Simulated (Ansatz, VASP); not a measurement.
# Os in VASP and in Ansatz

The input INCAR:

```
PREC = Accurate
ENCUT = 520
EDIFF = 1E-6
ISMEAR = -1
SIGMA = 1.0
LREAL = F
LASPH = T
NELM = 80
ALGO = Normal
ISIF = 2
LWAVE = F
LCHARG = T
GGA = PE
LELF = T
LVHAR = T
NBANDS = 15
```

The input KPOINTS:

```
regular mesh
0
Gamma
  13 13 7
```

File POSCAR:

```
Os
1.0
    2.7559294133      0.0000000000      0.0000000000
   -1.3779647066      2.3867048830      0.0000000000
    0.0000000000      0.0000000000      4.3426533301
Os
2
Direct
    0.3333333333      0.6666666667      0.2500000000
    0.6666666667      0.3333333333      0.7500000000
```

Input for Ansatz:

```yaml
crystal:
  lattice:
    - [2.7559294133, 0.0, 0.0]
    - [-1.3779647066, 2.386704883, 0.0]
    - [0.0, 0.0, 4.3426533301]
  atoms:
    - { symbol: Os, position: [0.3333333333, 0.6666666667, 0.25] }
    - { symbol: Os, position: [0.6666666667, 0.3333333333, 0.75] }
hamiltonian:
  xc: pbe
  pseudopotentials:
    kind: paw
    azcp:
      Os: "pseudopotentials/Os.paw.azcp"
basis:
  ecutwfc: 420
  fft_grid_basis: typed
kpoints:
  mp_grid: { grid: [13, 13, 7], shift: [0, 0, 0] }
magnetization:
  spin_polarized: false
scf:
  occupations: { method: fermi_dirac, width: 1.0 }
  lower_state_search: "off"
output:
  stress: true
```

Alike in both runs: task single point; functional PBE; k mesh 13 × 13 × 7; occupations fermi-dirac, width 1 eV; no spin polarisation.

```csv
,VASP,Ansatz
version,VASP 6.6.1,Ansatz 0.2.0
potentials or method,"VASP PAW PBE potentials, release 64 (Os), cutoff 520 eV","plane waves (420 eV) with PAW, scalar-relativistic"
valence electrons in the cell,16,32
```

Ansatz gave:

| Item | Value |
| --- | --- |
| pressure (GPa) | 24.8 |
| traceless stress, the component that is largest in VASP (GPa) | 5.61 |

Problem. Which values does VASP return?

Solution. Pressure (GPa): 25.4; traceless stress, the component that is largest in VASP (GPa): 5.55.

VASP's potentials hold 16 valence electrons a cell and Ansatz's 32, so a difference there can come from the potentials and not from the codes.

Neither program's run includes spin-orbit coupling.
